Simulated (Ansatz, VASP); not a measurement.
# One calculation of CdHg3Se4, two programs

```
Cd Hg Se
1.0
     4.41986    0.00000    0.00000
     0.00000    4.41986    0.00000
     0.00000    0.00000   12.46480
Cd Hg Se
1 3 4
Direct
  0.50000 0.50000 0.50000
  0.00000 0.00000 0.74858
  0.50000 0.50000 0.00000
  0.00000 0.00000 0.25141
  0.50000 0.00000 0.87429
  0.00000 0.50000 0.12571
  0.50000 0.00000 0.37735
  0.00000 0.50000 0.62265
```

Alike in both runs: functional PBE; k mesh 8 × 8 × 4; occupations gaussian, width 0.1 eV; no spin polarisation.

Ansatz relaxed the structure, and its values are those at the end. VASP's run is a single point on that final structure, the one shown.

```csv
,VASP,Ansatz
version,VASP 6.6.1,Ansatz 0.2.0
potentials or method,"VASP PAW PBE potentials, release 64 (Cd, Hg, Se), cutoff 520 eV","scalar-relativistic, plane waves, PAW"
valence electrons in the cell,72,144
```

```csv
,VASP,Ansatz,Ansatz less VASP
gap on the k mesh at the Fermi level (eV),none,none,-
pressure (GPa),0.2,0.0,-0.21
```

A gap of «none» marks a metal or a gap that the smearing closes. VASP's potentials hold 72 valence electrons a cell and Ansatz's 144, so a difference there can come from the potentials and not from the codes.

Spin-orbit coupling is off throughout.
